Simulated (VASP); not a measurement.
Input of a VASP 6.6.1 run:

File INCAR:

```
SYSTEM = Bi
  PREC = Accurate
  ENCUT = 600
  EDIFF = 1E-6
  ISMEAR = -1
  SIGMA = 0.05
  LREAL = .FALSE.
  LASPH = .TRUE.
  NELM = 100
  ALGO = Fast
  ISIF = 3
  LWAVE = .FALSE.
  LCHARG = .FALSE.
  GGA = PS
  IBRION = 2
  NSW = 60
  EDIFFG = -0.01
```

KPOINTS

```
regular mesh
0
G
  6 6 9
  0 0 0
```

POSCAR

```
Bi
1.0
    3.4885980000     -3.1325780000      0.0000000000
    3.4885980000      3.1325780000      0.0000000000
   -1.2602350000      0.0000000000      3.1135500000
Bi
2
Direct
    0.7530610000      0.7530610000      0.8573820000
    0.2469390000      0.2469390000      0.1426180000
```

Potentials or basis: VASP PAW PBE potentials, release 64 (Bi_d).

Command:

```console
$ cat potpaw_PBE.64/Bi_d/POTCAR > POTCAR
$ mpirun -np 1 vasp_std > vasp.out
```

Q: What does it give for the relaxed cell?

A: a = 4.606 Å, b = 4.606 Å, c = 3.341 Å, α = 107.08°, β = 107.08°, γ = 82.14°.

Q: Estimate the relaxed volume.

A: 32.34 Å³/atom.

Step by step:
| step | energy change (eV) | largest force (eV/Å) | pressure (GPa) | volume (Å³) |
| --- | --- | --- | --- | --- |
| 1 | 0.0000 | 0.0571 | -2.51 | 68.05 |
| 3 | -0.0288 | 0.0298 | 0.25 | 64.72 |
| 5 | -0.0287 | 0.0303 | -0.10 | 64.82 |
| 7 | -0.0296 | 0.0325 | -0.09 | 64.86 |
| 9 | -0.0298 | 0.0285 | -0.05 | 64.71 |
| 11 | -0.0298 | 0.0380 | 0.19 | 64.53 |
| 13 | -0.0301 | 0.0240 | 0.18 | 64.52 |
| 15 | -0.0304 | 0.0158 | 0.14 | 64.62 |
| 17 | -0.0305 | 0.0266 | -0.22 | 64.81 |
| 19 | -0.0305 | 0.0224 | -0.02 | 64.71 |
| 21 | -0.0305 | 0.0189 | -0.02 | 64.71 |
| 23 | -0.0307 | 0.0275 | 0.06 | 64.63 |
| 25 | -0.0307 | 0.0282 | 0.06 | 64.65 |
| 27 | -0.0312 | 0.0287 | 0.00 | 64.72 |
| 29 | -0.0321 | 0.0181 | -0.27 | 65.01 |
| 31 | -0.0321 | 0.0204 | -0.21 | 64.97 |
| 33 | -0.0325 | 0.0167 | -0.15 | 64.89 |
| 35 | -0.0326 | 0.0202 | -0.09 | 64.80 |
| 37 | -0.0326 | 0.0218 | -0.09 | 64.79 |
| 39 | -0.0327 | 0.0189 | -0.08 | 64.76 |
| 41 | -0.0328 | 0.0136 | 0.10 | 64.54 |
| 43 | -0.0329 | 0.0153 | 0.04 | 64.61 |
| 45 | -0.0329 | 0.0111 | 0.04 | 64.67 |
| 47 | -0.0329 | 0.0108 | -0.05 | 64.69 |
| 49 | -0.0329 | 0.0081 | -0.02 | 64.68 |

Caveat: the PAW data sets were made with another functional, which shifts forces and pressure a little.
